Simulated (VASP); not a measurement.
# Sn (Fd-3m) in VASP: single point with PBE

Aim: the single point of Sn with PBE.

All numbers are computed with VASP 6.6.1; they aren't measurements. Logs are shortened: lines on timing, memory, paths and dates and some standing lists are left out, and cuts for length are marked.

## 1. The cell of the first run

It takes space group Fd-3m (No. 227, cubic). Conventional cell: a = 6.467 Å, b = 6.467 Å, c = 6.467 Å, α = 90.00°, β = 90.00°, γ = 90.00°. Sn (site symmetry -43m) has 4 Sn at 2.80 Å within 3.7 Å.

This isn't the form of Sn at room conditions, which is tetragonal (white tin).

## 2. Single point, PBE

Contents of INCAR:

```
ALGO = Normal
EDIFF = 1E-7
ENCUT = 520
GGA = PE
ISIF = 2
ISMEAR = 0
LASPH = T
LCHARG = F
LREAL = F
LWAVE = F
NBANDS = 21
NELM = 80
PREC = Accurate
SIGMA = 0.05
```

Contents of KPOINTS:

```
k-points
0
Gamma
  12 12 12
```

Contents of POSCAR:

```
Sn
1.0
    0.0000000000      3.2333428000      3.2333428000
    3.2333428000      0.0000000000      3.2333428000
    3.2333428000      3.2333428000      0.0000000000
Sn
2
Direct
    0.0000000000      0.0000000000      0.0000000000
    0.2500000000      0.2500000000      0.2500000000
```

Potentials or basis: VASP PAW PBE potentials, release 64 (Sn_d).

The run is started by

```sh
$ cat potpaw_PBE.64/Sn_d/POTCAR > POTCAR
$ mpirun -np 1 vasp_std > vasp.out
```

OUTCAR:

```text
EDIFF = 1E-7
   ENCUT = 520
   GGA = PE
   ISIF = 2
   ISMEAR = 0
   LASPH = T
   LREAL = F
   NELM = 80
   PREC = Accurate

 ion  position               nearest neighbor table
   1  0.000  0.000  0.000-   2 2.80   2 2.80   2 2.80   2 2.80
   2  0.250  0.250  0.250-   1 2.80   1 2.80   1 2.80   1 2.80

  LATTYP: Found a face centered cubic cell.
 ALAT       =     6.4666856000

  Lattice vectors:

 A1 = (   0.0000000000,   3.2333428000,   3.2333428000)
 A2 = (   3.2333428000,   0.0000000000,   3.2333428000)
 A3 = (   3.2333428000,   3.2333428000,   0.0000000000)

Analysis of symmetry for initial positions (statically):
=====================================================================
 Subroutine PRICEL returns:
 Original cell was already a primitive cell.

 Routine SETGRP: Setting up the symmetry group for a
 face centered cubic supercell.

 Subroutine GETGRP returns: Found 48 space group operations
 (whereof 24 operations were pure point group operations)
 out of a pool of 48 trial point group operations.

The static configuration has the point symmetry T_d .
 The point group associated with its full space group is O_h .

Analysis of symmetry for dynamics (positions and initial velocities):
=====================================================================
 Subroutine PRICEL returns:
 Original cell was already a primitive cell.

 Routine SETGRP: Setting up the symmetry group for a
 face centered cubic supercell.

 Subroutine GETGRP returns: Found 48 space group operations
 (whereof 24 operations were pure point group operations)
 out of a pool of 48 trial point group operations.

The dynamic configuration has the point symmetry T_d .
 The point group associated with its full space group is O_h .

 Subroutine INISYM returns: Found 48 space group operations
 (whereof 24 operations are pure point group operations),
 and found     1 'primitive' translations

----------------------------------------------------------------------------------------

                                     Primitive cell

  volume of cell :      67.6060

  direct lattice vectors                    reciprocal lattice vectors
     0.000000000  3.233342800  3.233342800    -0.154638723  0.154638723  0.154638723
     3.233342800  0.000000000  3.233342800     0.154638723 -0.154638723  0.154638723
     3.233342800  3.233342800  0.000000000     0.154638723  0.154638723 -0.154638723

  length of vectors
[... 74 lines left out ...]
   ISTART =      0    job   : 0-new  1-cont  2-samecut
   ICHARG =      2    charge: 1-file 2-atom 10-const
   ISPIN  =      1    spin polarized calculation?
   LNONCOLLINEAR =      F non collinear calculations
   LSORBIT =      F    spin-orbit coupling
   LASPH  =      T    aspherical Exc in radial PAW
   ENCUT  =  520.0 eV  38.22 Ry    6.18 a.u.   8.50  8.50  8.50*2*pi/ulx,y,z
   NELM   =     80;   NELMIN=  2; NELMDL= -5     # of ELM steps
   EDIFF  = 0.1E-06   stopping-criterion for ELM
   LREAL  =      F    real-space projection
   EDIFFG = 0.1E-05   stopping-criterion for IOM
   NSW    =      0    number of steps for IOM
   IBRION =     -1    ionic relax: 0-MD 1-quasi-New 2-CG
   NFREE  =      0    steps in history (QN), initial steepest desc. (CG)
   ISIF   =      2    stress and relaxation
   ISYM   =      2    0-nonsym 1-usesym 2-fastsym
   POTIM  = 0.5000    time-step for ionic-motion
   TEBEG  =    0.0;   TEEND  =   0.0 temperature during run
   PSTRESS=    0.0 pullay stress
   NELECT =      28.0000    total number of electrons
   NUPDOWN=      -1.0000    fix difference up-down
   EMIN   =  10.00;   EMAX   =-10.00  energy-range for DOS
   EFERMI =   0.00;   METHOD = LEGACY
   ISMEAR =     0;   SIGMA  =   0.05  broadening in eV -4-tet -1-fermi 0-gaus
   EFERMI_NEDOS =   21; number of points for ismear=-14 and -15
   IALGO  =     38    algorithm
   IMIX   =      4    mixing-type and parameters
     AMIX     =   0.40;   BMIX     =  1.00
     AMIX_MAG =   1.60;   BMIX_MAG =  1.00
  volume/ion in A,a.u.               =      33.80       228.11
  Fermi-wavevector in a.u.,A,eV,Ry     =   1.220298  2.306028 20.260793  1.489126
  Thomas-Fermi vector in A             =   2.355520
   LORBIT       =      0    0 simple, 1 ext, 2 COOP (PROOUT), +10 PAW based schemes
   GGA     = PE    functional components
   LHFCALC =     F    Hartree Fock is set to
   AEXX    =    0.0000 exact exchange contribution
   IVDW    =     0    specifies the selected vdW correction
   LEPSILON=     F    determine dielectric tensor
   LRPA    =     F    only Hartree local field effects (RPA)
 non-spin polarized calculation
 Gauss-broadening in eV      SIGMA  =   0.05
  energy-cutoff  :      520.00
  volume of cell :       67.61
 maximum number of plane-waves:      1853
 NGX is ok and might be reduce to    36
   NGX = 17   NGY = 17   NGZ = 17

 number of electron      28.0000008 magnetization

 Free energy of the ion-electron system (eV)
  ---------------------------------------------------
  ext. energy  EPLUGINS =         0.00000000
  ---------------------------------------------------
  free energy    TOTEN  =        -7.62678241 eV

  energy without entropy =       -7.62659934  energy(sigma->0) =       -7.62669088

 E-fermi :   5.7659     XC(G=0):  -8.9219

 val. band max:        5.6971392118   @ k =   0.0833   0.0000   0.0000
 cond. band min:       5.7694222769   @ k =   0.5000   0.0000   0.0000
 fundamental gap:      0.0722830651
 Fermi energy:         5.7659075461

 k-point     1 :       0.0000    0.0000    0.0000
  band No.  band energies     occupation
      1     -15.9511      2.00000
      2     -15.9511      2.00000
      3     -15.9511      2.00000
      4     -15.8900      2.00000
      5     -15.8900      2.00000
      6     -15.5722      2.00000
[... 565 lines left out ...]
     20      13.6250      0.00000
     21      13.8316      0.00000

 [... further k-points ...]
[... 5 lines left out ...]
  --------------------------------------------------------------------------------------
  -------------------------------------------------------------------------------------
  Total        1.5690447      1.5690447      1.5690447      0.0000000      0.0000000     -0.0000000
  in kB       37.1843886     37.1843886     37.1843886      0.0000000      0.0000000     -0.0000000
  external PRESSURE =      37.1843886 kB  Pullay stress =       0.0000000 kB

 VOLUME and BASIS-vectors are now :
 -----------------------------------------------------------------------------
  energy-cutoff  :      520.00
  volume of cell :       67.61
      direct lattice vectors                 reciprocal lattice vectors
     0.000000000  3.233342800  3.233342800    -0.154638723  0.154638723  0.154638723
     3.233342800  0.000000000  3.233342800     0.154638723 -0.154638723  0.154638723
     3.233342800  3.233342800  0.000000000     0.154638723  0.154638723 -0.154638723

 POSITION                                       TOTAL-FORCE (eV/Angst)
 -----------------------------------------------------------------------------------
      0.00000      0.00000      0.00000         0.000000      0.000000      0.000000
      1.61667      1.61667      1.61667        -0.000000     -0.000000     -0.000000
 -----------------------------------------------------------------------------------
    total drift:                                0.000000      0.000000      0.000000

  FREE ENERGIE OF THE ION-ELECTRON SYSTEM (eV)
  ---------------------------------------------------
  free  energy   TOTEN  =        -7.6267824145 eV

  energy  without entropy=       -7.6265993405  energy(sigma->0) =       -7.62669088
```

stdout:

```text
POSCAR found type information on POSCAR Sn
 POSCAR found :  1 types and       2 ions
 scaLAPACK will be used
 LDA part: xc-table for (Slater+PW92), standard interpolation
 POSCAR, INCAR and KPOINTS ok, starting setup
 FFT: planning ... GRIDC
 FFT: planning ... GRID_SOFT
 FFT: planning ... GRID
 WAVECAR not read
 entering main loop
```

Wall time 1.9 min (1 thread of Intel Xeon 8259CL, shared host); peak memory 0.25 GiB.

Results:

```yaml
Free_energy: -7.6268 eV
Pressure: 3.7 GPa
Band_gap_on_the_k_mesh: zero (bands 14 and 15 overlap by 0.07 eV)
```

Caveat: the cell stands under pressure; spin-orbit coupling is left out, which moves the levels of the heavy elements.
